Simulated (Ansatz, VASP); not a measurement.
**One calculation of InP, two programs**

```
In P
1.0
     0.00000    2.97296    2.97296
     2.97296    0.00000    2.97296
     2.97296    2.97296    0.00000
In P
1 1
Direct
  0.00000 0.00000 0.00000
  0.25000 0.25000 0.25000
```

Change from the starting cell: volume scaled by 1.04, ions relaxed.

Alike in both runs: functional PBE; k mesh 13 × 13 × 13; occupations fermi-dirac, width 0.02 eV; no spin polarisation.

Ansatz relaxed the structure, and its values are those at the end. VASP's run is a single point on that final structure, the one shown.

```csv
,VASP,Ansatz
version,VASP 6.6.1,Ansatz 0.2.0
potentials or method,"VASP PAW PBE potentials, release 64 (In_d, P)","plane-wave PAW, scalar-relativistic"
plane-wave cutoff (eV),520,420
valence electrons in the cell,18,18
```

```csv
,VASP,Ansatz,Ansatz less VASP
pressure (GPa),0.4,0.4,+0.05
```

Ansatz's warnings: stress scf threshold loose.
